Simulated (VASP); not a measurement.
# Ru (P6_3/mmc) in VASP: single point with RPBE

Aim: the single point of Ru with RPBE.

Program: VASP 6.6.1. These are calculated values, not measurements. Logs are shortened: lines on timing, memory, paths and dates and some standing lists are left out, and cuts for length are marked.

## Step 1: The cell of the first run

The structure is hexagonal, space group P6_3/mmc (No. 194). The conventional cell has a = 2.700 Å, b = 2.700 Å, c = 4.247 Å, α = 90.00°, β = 90.00°, γ = 120.00°. Within 3.5 Å of Ru (site symmetry -6m2) lie 12 Ru at 2.63 to 2.70 Å.

## Step 2: Single point, RPBE, collinear spin, ferromagnetic start (13.41 Å³/atom)

File INCAR:

```
SYSTEM = Ru
ALGO     = Normal         ! electronic algorithm
EDIFF    = 1E-6           ! SCF threshold, eV
ENCUT    = 520            ! plane-wave cutoff, eV
GGA      = RP             ! functional
ISIF     = 2              ! what is computed and relaxed
ISMEAR   = -1             ! smearing method
ISPIN    = 2              ! spin polarisation
LASPH    = .TRUE.         ! aspherical terms in the spheres
LCHARG   = .FALSE.        ! write CHGCAR
LMAXMIX  = 4              ! l up to which the mixer works
LORBIT   = 11             ! projections on sites
LREAL    = .FALSE.        ! projectors in reciprocal space
LWAVE    = .FALSE.        ! write WAVECAR
MAGMOM   = 1 1            ! initial moments
NBANDS   = 25             ! bands
NELM     = 150            ! most SCF steps
PREC     = Accurate       ! precision mode
SIGMA    = 0.05           ! smearing width, eV
```

File KPOINTS:

```
k-points
0
G
  22 22 12
  0 0 0
```

File POSCAR:

```
Ru
1.0
    2.7000183873      0.0000000000      0.0000000000
   -1.3500091936      2.3382845141      0.0000000000
    0.0000000000      0.0000000000      4.2474879180
Ru
2
Direct
    0.3333333333      0.6666666667      0.2500000000
    0.6666666667      0.3333333333      0.7500000000
```

Potentials or basis: VASP PAW PBE potentials, release 64 (Ru_pv).

Started as:

```
cat potpaw_PBE.64/Ru_pv/POTCAR > POTCAR
mpirun -np 1 vasp_std > vasp.out
```

OUTCAR:

```text
SYSTEM = Ru
   EDIFF = 1E-6
   ENCUT = 520
   GGA = RP
   ISIF = 2
   ISMEAR = -1
   ISPIN = 2
   LASPH = .TRUE.
   LORBIT = 11
   LREAL = .FALSE.
   NELM = 150
   PREC = Accurate

 ion  position               nearest neighbor table
   1  0.333  0.667  0.250-   2 2.63   2 2.63   2 2.63   2 2.63   2 2.63   2 2.63
   2  0.667  0.333  0.750-   1 2.63   1 2.63   1 2.63   1 2.63   1 2.63   1 2.63

  LATTYP: Found a hexagonal cell.
 ALAT       =     2.7000183873
 C/A-ratio  =     1.5731329601

  Lattice vectors:

 A1 = (   2.7000183873,   0.0000000000,   0.0000000000)
 A2 = (  -1.3500091936,   2.3382845141,   0.0000000000)
 A3 = (   0.0000000000,   0.0000000000,   4.2474879180)

Analysis of symmetry for initial positions (statically):
=====================================================================
 Subroutine PRICEL returns:
 Original cell was already a primitive cell.

 Routine SETGRP: Setting up the symmetry group for a
 hexagonal supercell.

 Subroutine GETGRP returns: Found 24 space group operations
 (whereof 12 operations were pure point group operations)
 out of a pool of 24 trial point group operations.

The static configuration has the point symmetry D_3d.
 The point group associated with its full space group is D_6h.

Analysis of symmetry for dynamics (positions and initial velocities):
=====================================================================
 Subroutine PRICEL returns:
 Original cell was already a primitive cell.

 Routine SETGRP: Setting up the symmetry group for a
 hexagonal supercell.

 Subroutine GETGRP returns: Found 24 space group operations
 (whereof 12 operations were pure point group operations)
 out of a pool of 24 trial point group operations.

The dynamic configuration has the point symmetry D_3d.
 The point group associated with its full space group is D_6h.

Analysis of structural, dynamic, and magnetic symmetry:
=====================================================================
 Subroutine PRICEL returns:
 Original cell was already a primitive cell.

 Routine SETGRP: Setting up the symmetry group for a
 hexagonal supercell.

 Subroutine GETGRP returns: Found 24 space group operations
 (whereof 12 operations were pure point group operations)
 out of a pool of 24 trial point group operations.

The overall configuration has the point symmetry D_3d.
 The point group associated with its full space group is D_6h.

 Subroutine INISYM returns: Found 24 space group operations
 (whereof 12 operations are pure point group operations),
 and found     1 'primitive' translations

----------------------------------------------------------------------------------------

                                     Primitive cell

  volume of cell :      26.8161

  direct lattice vectors                    reciprocal lattice vectors
     2.700018387  0.000000000  0.000000000     0.370367848  0.213831977  0.000000000
    -1.350009194  2.338284514  0.000000000     0.000000000  0.427663954  0.000000000
     0.000000000  0.000000000  4.247487918     0.000000000  0.000000000  0.235433277

  length of vectors
     2.700018387  2.700018387  4.247487918     0.427663954  0.427663954  0.235433277

  position of ions in fractional coordinates (direct lattice)
     0.333333333  0.666666667  0.250000000
     0.666666667  0.333333333  0.750000000

  ion indices of the primitive-cell ions
   primitive index   ion index
                 1           1
                 2           2

----------------------------------------------------------------------------------------

 KPOINTS: k-points

Automatic generation of k-mesh.
 Grid dimensions read from file:
 generate k-points for:   22   22   12

 Generating k-lattice:

  Cartesian coordinates                     Fractional coordinates (reciprocal lattice)
     0.016834902  0.009719635  0.000000000     0.045454545  0.000000000  0.000000000
     0.000000000  0.019439271  0.000000000     0.000000000  0.045454545  0.000000000
     0.000000000  0.000000000  0.019619440     0.000000000  0.000000000  0.083333333

  Length of vectors
     0.019439271  0.019439271  0.019619440

  Shift w.r.t. Gamma in fractional coordinates (k-lattice)
     0.000000000  0.000000000  0.000000000

 Subroutine IBZKPT returns following result:
 ===========================================

 Found    364 irreducible k-points:

 Following reciprocal coordinates:
            Coordinates               Weight
  0.000000  0.000000  0.000000      1.000000
  0.045455 -0.000000  0.000000      6.000000
  0.090909 -0.000000  0.000000      6.000000
  0.136364  0.000000  0.000000      6.000000
  0.181818  0.000000  0.000000      6.000000
  0.227273  0.000000  0.000000      6.000000
[... 16 lines left out ...]
  0.090909  0.090909  0.000000      6.000000
  0.136364  0.090909  0.000000     12.000000
 [... further k-points ...]
   k-points           NKPTS =    364   k-points in BZ     NKDIM =    364   number of bands    NBANDS=     25
   number of dos      NEDOS =    301   number of ions     NIONS =      2
   total plane-waves  NPLWV =  12800
   dimension x,y,z NGX =    20 NGY =   20 NGZ =   32
   dimension x,y,z NGXF=    40 NGYF=   40 NGZF=   64
   ions per type =               2
   NGX,Y,Z   is equivalent  to a cutoff of  12.31, 12.31, 12.52 a.u.
   NGXF,Y,Z  is equivalent  to a cutoff of  24.63, 24.63, 25.05 a.u.
 SYSTEM =  Ru
   PREC   = accura    normal or accurate (medium, high low for compatibility)
   ISTART =      0    job   : 0-new  1-cont  2-samecut
   ICHARG =      2    charge: 1-file 2-atom 10-const
   ISPIN  =      2    spin polarized calculation?
   LNONCOLLINEAR =      F non collinear calculations
   LSORBIT =      F    spin-orbit coupling
   LASPH  =      T    aspherical Exc in radial PAW
   ENCUT  =  520.0 eV  38.22 Ry    6.18 a.u.   5.02  5.02  7.90*2*pi/ulx,y,z
   NELM   =    150;   NELMIN=  2; NELMDL= -5     # of ELM steps
   EDIFF  = 0.1E-05   stopping-criterion for ELM
   LREAL  =      F    real-space projection
   EDIFFG = 0.1E-04   stopping-criterion for IOM
   NSW    =      0    number of steps for IOM
   IBRION =     -1    ionic relax: 0-MD 1-quasi-New 2-CG
   NFREE  =      0    steps in history (QN), initial steepest desc. (CG)
   ISIF   =      2    stress and relaxation
   ISYM   =      2    0-nonsym 1-usesym 2-fastsym
   POTIM  = 0.5000    time-step for ionic-motion
   TEBEG  =    0.0;   TEEND  =   0.0 temperature during run
   PSTRESS=    0.0 pullay stress
   NELECT =      28.0000    total number of electrons
   NUPDOWN=      -1.0000    fix difference up-down
   EMIN   =  10.00;   EMAX   =-10.00  energy-range for DOS
   EFERMI =   0.00;   METHOD = LEGACY
   ISMEAR =    -1;   SIGMA  =   0.05  broadening in eV -4-tet -1-fermi 0-gaus
   EFERMI_NEDOS =   21; number of points for ismear=-14 and -15
   IALGO  =     38    algorithm
   IMIX   =      4    mixing-type and parameters
     AMIX     =   0.40;   BMIX     =  1.00
     AMIX_MAG =   1.60;   BMIX_MAG =  1.00
  volume/ion in A,a.u.               =      13.41        90.48
  Fermi-wavevector in a.u.,A,eV,Ry     =   1.660844  3.138540 37.530335  2.758402
  Thomas-Fermi vector in A             =   2.748010
   LORBIT       =     11    0 simple, 1 ext, 2 COOP (PROOUT), +10 PAW based schemes
   GGA     = RP    functional components
   LHFCALC =     F    Hartree Fock is set to
   AEXX    =    0.0000 exact exchange contribution
   IVDW    =     0    specifies the selected vdW correction
   LEPSILON=     F    determine dielectric tensor
   LRPA    =     F    only Hartree local field effects (RPA)
 spin polarized calculation
  energy-cutoff  :      520.00
  volume of cell :       26.82
 maximum number of plane-waves:       739
 NGX is ok and might be reduce to    20
   NGX =  9   NGY =  9   NGZ = 15

 number of electron      28.0000000 magnetization       0.0011711

 number of electron      28.0000000 magnetization      -0.0000737

 Free energy of the ion-electron system (eV)
  ---------------------------------------------------
  ext. energy  EPLUGINS =         0.00000000
  ---------------------------------------------------
  free energy    TOTEN  =       -17.13949194 eV

  energy without entropy =      -17.12803737  energy(sigma->0) =      -17.13376466

 E-fermi :  13.1515     XC(G=0): -14.1250

 val. band max:       13.1497224142   @ k =   0.1818   0.1364   0.1667
 cond. band min:      13.1558103796   @ k =   0.2727   0.0000   0.3333
 fundamental gap:      0.0060879654
 Fermi energy:        13.1514948202

 spin component 1

 k-point     1 :       0.0000    0.0000    0.0000
  band No.  band energies     occupation
      1     -30.5705      1.00000
      2     -29.5980      1.00000
      3     -29.5980      1.00000
      4     -29.4158      1.00000
      5     -29.4158      1.00000
      6     -29.3658      1.00000
[... 17 lines left out ...]
     24      31.3805      0.00000
     25      36.2419      0.00000
[... 621 lines left out ...]
      3     -29.7525      1.00000
      4     -29.6201      1.00000
      5     -29.4694      1.00000
      6     -29.4327      1.00000
[... 17 lines left out ...]
     24      31.4168      0.00000
     25      32.1239      0.00000

 [... further k-points ...]

 spin component 2

 k-point     1 :       0.0000    0.0000    0.0000
  band No.  band energies     occupation
      1     -30.5704      1.00000
      2     -29.5979      1.00000
      3     -29.5979      1.00000
      4     -29.4157      1.00000
      5     -29.4157      1.00000
      6     -29.3657      1.00000
[... 17 lines left out ...]
     24      31.3804      0.00000
     25      36.2344      0.00000
[... 621 lines left out ...]
      3     -29.7525      1.00000
      4     -29.6200      1.00000
      5     -29.4693      1.00000
      6     -29.4326      1.00000
[... 17 lines left out ...]
     24      31.4167      0.00000
     25      32.1239      0.00000

 [... further k-points ...]

------------------------ aborting loop because EDIFF is reached ----------------------------------------

  FORCE on cell =-STRESS in cart. coord.  units (eV):
  Direction    XX          YY          ZZ          XY          YZ          ZX
  --------------------------------------------------------------------------------------
  -------------------------------------------------------------------------------------
  Total        2.0975130      2.0975130      2.4517790      0.0000000      0.0000000      0.0000000
  in kB      125.3196039    125.3196039    146.4858515      0.0000000      0.0000000      0.0000000
  external PRESSURE =     132.3750198 kB  Pullay stress =       0.0000000 kB

 VOLUME and BASIS-vectors are now :
 -----------------------------------------------------------------------------
  energy-cutoff  :      520.00
  volume of cell :       26.82
      direct lattice vectors                 reciprocal lattice vectors
     2.700018387  0.000000000  0.000000000     0.370367848  0.213831977  0.000000000
    -1.350009194  2.338284514  0.000000000     0.000000000  0.427663954  0.000000000
     0.000000000  0.000000000  4.247487918     0.000000000  0.000000000  0.235433277

 POSITION                                       TOTAL-FORCE (eV/Angst)
 -----------------------------------------------------------------------------------
     -0.00000      1.55886      1.06187        -0.000000      0.000000      0.000000
      1.35001      0.77943      3.18562         0.000000      0.000000      0.000000
 -----------------------------------------------------------------------------------
    total drift:                               -0.000000      0.000000     -0.000000

  FREE ENERGIE OF THE ION-ELECTRON SYSTEM (eV)
  ---------------------------------------------------
  free  energy   TOTEN  =       -17.1394919352 eV

  energy  without entropy=      -17.1280373749  energy(sigma->0) =      -17.13376466

 total charge

# of ion       s       p       d       tot
------------------------------------------
    1        0.413   6.320   5.966  12.700
    2        0.413   6.320   5.966  12.700
--------------------------------------------------
tot          0.826  12.640  11.933  25.399

 magnetization (x)

# of ion       s       p       d       tot
------------------------------------------
    1       -0.000  -0.000   0.000   0.000
    2       -0.000  -0.000   0.000   0.000
--------------------------------------------------
tot         -0.000  -0.000   0.000   0.000
```

It took 7.3 min on 1 thread of Intel Xeon 8259CL, shared host; peak memory 0.4 GiB.

Results:

| Property | Result |
| --- | --- |
| Free energy | -17.1395 eV |
| Pressure | 13.2 GPa |
| Band gap on the k mesh | zero (filled and empty bands overlap) |
| Net moment | 0.00 μB per cell |
| Valence electrons inside the program's atomic spheres | Ru 12.70 |

Stress tensor (GPa, compression positive):
```
12.53  0.00  0.00
 0.00 12.53  0.00
 0.00  0.00 14.65
```

Caveat: the cell stands under pressure; an empty level that is flat over the whole mesh can mark a ghost state of the potentials, or a narrow d or f band; the PAW data sets were made with another functional, which shifts forces and pressure a little.
